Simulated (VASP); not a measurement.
# Hf4N (I4/mmm) in VASP: single point with PBEsol

Aim: the single point of Hf4N with PBEsol.

Everything below comes from runs of VASP 6.6.1. Logs are shortened: lines on timing, memory, paths and dates and some standing lists are left out, and cuts for length are marked.

## Step 1: The cell of the first run

It takes space group I4/mmm (No. 139, tetragonal). The conventional cell has a = 4.493 Å, b = 4.493 Å, c = 9.199 Å, α = 90.00°, β = 90.00°, γ = 90.00°. Hf (site symmetry 4mm) has 1 N at 2.22 Å within 2.9 Å. Hf (site symmetry mmm) has 2 N at 2.25 Å within 3.0 Å. Within 2.9 Å of N (site symmetry 4/mmm) lie 6 Hf at 2.22 to 2.25 Å.

## Step 2: Single point, PBEsol

INCAR

```
SYSTEM = Hf4N
ALGO = Normal
EDIFF = 1E-6
ENCUT = 520
GGA = PS
ISIF = 2
ISMEAR = 0
LASPH = .TRUE.
LCHARG = .FALSE.
LREAL = .FALSE.
LWAVE = .FALSE.
NBANDS = 30
NELM = 80
PREC = Accurate
SIGMA = 0.1
```

KPOINTS

```
k-points
0
G
  12 12 12
  0 0 0
```

POSCAR

```
Hf4N
1.0
   -2.2466700023      2.2466700023      4.5995174179
    2.2466700023     -2.2466700023      4.5995174179
    2.2466700023      2.2466700023     -4.5995174179
Hf N
4 1
Direct
    0.7586894992      0.7586894992      0.0000000000
    0.5000000000      0.0000000000      0.5000000000
    0.0000000000      0.5000000000      0.5000000000
    0.2413105008      0.2413105008      0.0000000000
    0.0000000000      0.0000000000      0.0000000000
```

Potentials or basis: VASP PAW PBE potentials, release 64 (Hf_pv, N).

Launch:

```
$ cat potpaw_PBE.64/Hf_pv/POTCAR potpaw_PBE.64/N/POTCAR > POTCAR
$ mpirun -np 1 vasp_std > vasp.out
```

OUTCAR:

```text
SYSTEM = Hf4N
   EDIFF = 1E-6
   ENCUT = 520
   GGA = PS
   ISIF = 2
   ISMEAR = 0
   LASPH = .TRUE.
   LREAL = .FALSE.
   NELM = 80
   PREC = Accurate

 ion  position               nearest neighbor table
   1  0.759  0.759  0.000-   5 2.22   3 3.16   2 3.16   2 3.16   3 3.16   4 3.18   4 3.18   4 3.18
                             4 3.18   2 3.27   2 3.27   3 3.27   3 3.27
   2  0.500  0.000  0.500-   5 2.25   5 2.25   4 3.16   4 3.16   1 3.16   1 3.16   3 3.18   3 3.18
                             3 3.18   3 3.18   1 3.27   4 3.27   1 3.27   4 3.27
   3  0.000  0.500  0.500-   5 2.25   5 2.25   4 3.16   4 3.16   1 3.16   1 3.16   2 3.18   2 3.18
                             2 3.18   2 3.18   4 3.27   1 3.27   4 3.27   1 3.27
   4  0.241  0.241  0.000-   5 2.22   3 3.16   2 3.16   3 3.16   2 3.16   1 3.18   1 3.18   1 3.18
                             1 3.18   2 3.27   3 3.27   3 3.27   2 3.27
   5  0.000  0.000  0.000-   1 2.22   4 2.22   3 2.25   2 2.25   3 2.25   2 2.25

  LATTYP: Found a body centered tetragonal cell.
 ALAT       =     4.4933400046
 C/A-ratio  =     2.0472599061

  Lattice vectors:

 A1 = (  -2.2466700023,   2.2466700023,   4.5995174179)
 A2 = (   2.2466700023,  -2.2466700023,   4.5995174179)
 A3 = (   2.2466700023,   2.2466700023,  -4.5995174179)

Analysis of symmetry for initial positions (statically):
=====================================================================
 Subroutine PRICEL returns:
 Original cell was already a primitive cell.

 Routine SETGRP: Setting up the symmetry group for a
 body centered tetragonal supercell.

 Subroutine GETGRP returns: Found 16 space group operations
 (whereof 16 operations were pure point group operations)
 out of a pool of 16 trial point group operations.

The static configuration has the point symmetry D_4h.

Analysis of symmetry for dynamics (positions and initial velocities):
=====================================================================
 Subroutine PRICEL returns:
 Original cell was already a primitive cell.

 Routine SETGRP: Setting up the symmetry group for a
 body centered tetragonal supercell.

 Subroutine GETGRP returns: Found 16 space group operations
 (whereof 16 operations were pure point group operations)
 out of a pool of 16 trial point group operations.

The dynamic configuration has the point symmetry D_4h.

 Subroutine INISYM returns: Found 16 space group operations
 (whereof 16 operations are pure point group operations),
 and found     1 'primitive' translations

----------------------------------------------------------------------------------------

                                     Primitive cell

  volume of cell :      92.8647

  direct lattice vectors                    reciprocal lattice vectors
    -2.246670002  2.246670002  4.599517418     0.000000000  0.222551598  0.108707057
     2.246670002 -2.246670002  4.599517418     0.222551598  0.000000000  0.108707057
     2.246670002  2.246670002 -4.599517418     0.222551598  0.222551598  0.000000000

  length of vectors
     5.590224743  5.590224743  5.590224743     0.247682131  0.247682131  0.314735489

  position of ions in fractional coordinates (direct lattice)
     0.758689499  0.758689499  0.000000000
     0.500000000  0.000000000  0.500000000
     0.000000000  0.500000000  0.500000000
     0.241310501  0.241310501  0.000000000
     0.000000000  0.000000000  0.000000000

  ion indices of the primitive-cell ions
   primitive index   ion index
                 1           1
                 2           2
                 3           3
                 4           4
                 5           5

----------------------------------------------------------------------------------------

 KPOINTS: k-points

Automatic generation of k-mesh.
 Grid dimensions read from file:
 generate k-points for:   12   12   12

 Generating k-lattice:

  Cartesian coordinates                     Fractional coordinates (reciprocal lattice)
     0.000000000  0.018545967  0.009058921     0.083333333  0.000000000  0.000000000
     0.018545967  0.000000000  0.009058921     0.000000000  0.083333333  0.000000000
     0.018545967  0.018545967  0.000000000     0.000000000  0.000000000  0.083333333

  Length of vectors
     0.020640178  0.020640178  0.026227957

  Shift w.r.t. Gamma in fractional coordinates (k-lattice)
     0.000000000  0.000000000  0.000000000

 Subroutine IBZKPT returns following result:
 ===========================================

 Found    163 irreducible k-points:

 Following reciprocal coordinates:
            Coordinates               Weight
  0.000000  0.000000  0.000000      1.000000
  0.083333  0.000000 -0.000000      8.000000
  0.166667  0.000000  0.000000      8.000000
  0.250000  0.000000 -0.000000      8.000000
  0.333333  0.000000 -0.000000      8.000000
  0.416667  0.000000 -0.000000      8.000000
[... 16 lines left out ...]
  0.500000  0.166667 -0.000000     16.000000
 -0.416667  0.166667 -0.000000     16.000000
 [... further k-points ...]
   k-points           NKPTS =    163   k-points in BZ     NKDIM =    163   number of bands    NBANDS=     30
   number of dos      NEDOS =    301   number of ions     NIONS =      5
   total plane-waves  NPLWV =  74088
   dimension x,y,z NGX =    42 NGY =   42 NGZ =   42
   dimension x,y,z NGXF=    84 NGYF=   84 NGZF=   84
   ions per type =               4   1
   NGX,Y,Z   is equivalent  to a cutoff of  12.49, 12.49, 12.49 a.u.
   NGXF,Y,Z  is equivalent  to a cutoff of  24.98, 24.98, 24.98 a.u.
 SYSTEM =  Hf4N
   PREC   = accura    normal or accurate (medium, high low for compatibility)
   ISTART =      0    job   : 0-new  1-cont  2-samecut
   ICHARG =      2    charge: 1-file 2-atom 10-const
   ISPIN  =      1    spin polarized calculation?
   LNONCOLLINEAR =      F non collinear calculations
   LSORBIT =      F    spin-orbit coupling
   LASPH  =      T    aspherical Exc in radial PAW
   ENCUT  =  520.0 eV  38.22 Ry    6.18 a.u.  10.39 10.39 10.39*2*pi/ulx,y,z
   NELM   =     80;   NELMIN=  2; NELMDL= -5     # of ELM steps
   EDIFF  = 0.1E-05   stopping-criterion for ELM
   LREAL  =      F    real-space projection
   EDIFFG = 0.1E-04   stopping-criterion for IOM
   NSW    =      0    number of steps for IOM
   IBRION =     -1    ionic relax: 0-MD 1-quasi-New 2-CG
   NFREE  =      0    steps in history (QN), initial steepest desc. (CG)
   ISIF   =      2    stress and relaxation
   ISYM   =      2    0-nonsym 1-usesym 2-fastsym
   POTIM  = 0.5000    time-step for ionic-motion
   TEBEG  =    0.0;   TEEND  =   0.0 temperature during run
   PSTRESS=    0.0 pullay stress
   NELECT =      45.0000    total number of electrons
   NUPDOWN=      -1.0000    fix difference up-down
   EMIN   =  10.00;   EMAX   =-10.00  energy-range for DOS
   EFERMI =   0.00;   METHOD = LEGACY
   ISMEAR =     0;   SIGMA  =   0.10  broadening in eV -4-tet -1-fermi 0-gaus
   EFERMI_NEDOS =   21; number of points for ismear=-14 and -15
   IALGO  =     38    algorithm
   IMIX   =      4    mixing-type and parameters
     AMIX     =   0.40;   BMIX     =  1.00
     AMIX_MAG =   1.60;   BMIX_MAG =  1.00
  volume/ion in A,a.u.               =      18.57       125.34
  Fermi-wavevector in a.u.,A,eV,Ry     =   1.285865  2.429933 22.496538  1.653449
  Thomas-Fermi vector in A             =   2.417974
   LORBIT       =      0    0 simple, 1 ext, 2 COOP (PROOUT), +10 PAW based schemes
   GGA     = PS    functional components
   LHFCALC =     F    Hartree Fock is set to
   AEXX    =    0.0000 exact exchange contribution
   IVDW    =     0    specifies the selected vdW correction
   LEPSILON=     F    determine dielectric tensor
   LRPA    =     F    only Hartree local field effects (RPA)
 non-spin polarized calculation
 Gauss-broadening in eV      SIGMA  =   0.10
  energy-cutoff  :      520.00
  volume of cell :       92.86
 maximum number of plane-waves:      2522
 NGX is ok and might be reduce to    42
   NGX = 21   NGY = 21   NGZ = 21

 number of electron      45.0000000 magnetization

 Free energy of the ion-electron system (eV)
  ---------------------------------------------------
  ext. energy  EPLUGINS =         0.00000000
  ---------------------------------------------------
  free energy    TOTEN  =       -54.60920756 eV

  energy without entropy =      -54.58983142  energy(sigma->0) =      -54.59951949

 E-fermi :   4.9326     XC(G=0): -11.6276

 val. band max:        4.9312194088   @ k =   0.1667   0.1667   0.1667
 cond. band min:       4.9341066039   @ k =   0.3333   0.3333   0.1667
 fundamental gap:      0.0028871951
 Fermi energy:         4.9326073314

 k-point     1 :       0.0000    0.0000    0.0000
  band No.  band energies     occupation
      1     -25.7722      2.00000
      2     -25.6651      2.00000
      3     -25.6651      2.00000
      4     -25.4769      2.00000
      5     -25.4769      2.00000
      6     -25.3713      2.00000
[... 22 lines left out ...]
     29       7.1734      0.00000
     30       8.5751      0.00000

 k-point     2 :       0.0833    0.0000   -0.0000
  band No.  band energies     occupation
      1     -25.7630      2.00000
      2     -25.6761      2.00000
      3     -25.6625      2.00000
      4     -25.4911      2.00000
      5     -25.4670      2.00000
      6     -25.3492      2.00000
[... 22 lines left out ...]
     29       7.4990      0.00000
     30       8.5897      0.00000

 k-point     3 :       0.1667    0.0000    0.0000
  band No.  band energies     occupation
      1     -25.7383      2.00000
      2     -25.6974      2.00000
      3     -25.6538      2.00000
      4     -25.5158      2.00000
      5     -25.4393      2.00000
      6     -25.3579      2.00000
[... 682 lines left out ...]
     29       8.0665      0.00000
     30       8.3659      0.00000

 k-point    24 :      -0.4167    0.1667   -0.0000
  band No.  band energies     occupation
      1     -25.8345      2.00000
      2     -25.6355      2.00000
      3     -25.6327      2.00000
      4     -25.5212      2.00000
      5     -25.4431      2.00000
      6     -25.3966      2.00000
[... 22 lines left out ...]
     29       7.9808      0.00000
     30       8.0984      0.00000

 [... further k-points ...]

------------------------ aborting loop because EDIFF is reached ----------------------------------------

  FORCE on cell =-STRESS in cart. coord.  units (eV):
  Direction    XX          YY          ZZ          XY          YZ          ZX
  --------------------------------------------------------------------------------------
  -------------------------------------------------------------------------------------
  Total       -3.4480058     -3.4480058     -3.5209662      0.0000000      0.0000000      0.0000000
  in kB      -59.4877772    -59.4877772    -60.7465476      0.0000000      0.0000000      0.0000000
  external PRESSURE =     -59.9073673 kB  Pullay stress =       0.0000000 kB

 VOLUME and BASIS-vectors are now :
 -----------------------------------------------------------------------------
  energy-cutoff  :      520.00
  volume of cell :       92.86
      direct lattice vectors                 reciprocal lattice vectors
    -2.246670002  2.246670002  4.599517418     0.000000000  0.222551598  0.108707057
     2.246670002 -2.246670002  4.599517418     0.222551598  0.000000000  0.108707057
     2.246670002  2.246670002 -4.599517418     0.222551598  0.222551598  0.000000000

 POSITION                                       TOTAL-FORCE (eV/Angst)
 -----------------------------------------------------------------------------------
      0.00000      0.00000      6.97921        -0.000000     -0.000000      0.231531
      0.00000      2.24667      0.00000         0.000000      0.000000     -0.000000
      2.24667      0.00000      0.00000         0.000000      0.000000     -0.000000
      0.00000      0.00000      2.21982        -0.000000     -0.000000     -0.231531
      0.00000      0.00000      0.00000         0.000000      0.000000     -0.000000
 -----------------------------------------------------------------------------------
    total drift:                                0.000000      0.000000     -0.000000

  FREE ENERGIE OF THE ION-ELECTRON SYSTEM (eV)
  ---------------------------------------------------
  free  energy   TOTEN  =       -54.6092075649 eV

  energy  without entropy=      -54.5898314157  energy(sigma->0) =      -54.59951949
```

Wall time 17 min (1 thread of Intel Xeon 8259CL, shared host); peak memory 0.51 GiB.

What came out:

```
Free energy   : -54.6092 eV
Pressure      : -6.0 GPa
Largest force : 0.232 eV/Å
```

Forces on the atoms (eV/Å):
```
Hf   0.000  0.000  0.232
Hf   0.000  0.000  0.000
Hf   0.000  0.000  0.000
Hf   0.000  0.000 -0.232
N    0.000  0.000  0.000
```

Levels at points of the mesh, in eV from the Fermi level:
| k point | band 18 | band 19 | band 20 | band 21 | band 22 | band 23 | band 24 | band 25 | band 26 | band 27 |
| --- | --- | --- | --- | --- | --- | --- | --- | --- | --- | --- |
| (0.00, 0.00, 0.00) | -2.51 | -2.10 | -1.64 | -0.50 | -0.50 | 1.15 | 1.36 | 1.36 | 1.54 | 1.54 |
| (0.50, 0.00, 0.00) | -2.64 | -1.28 | -1.23 | -0.69 | -0.46 | -0.41 | 0.56 | 0.78 | 1.72 | 2.11 |
| (0.50, 0.50, 0.00) | -2.16 | -1.70 | -1.32 | -0.46 | 0.16 | 0.31 | 0.52 | 0.60 | 1.33 | 1.34 |
| (0.50, 0.50, 0.50) | -3.28 | -3.01 | -2.13 | -2.13 | -1.03 | -0.56 | 0.95 | 2.87 | 2.87 | 3.00 |

Caveat: the PAW data sets were made with another functional, which shifts forces and pressure a little; spin-orbit coupling is left out, which moves the levels of the heavy elements.
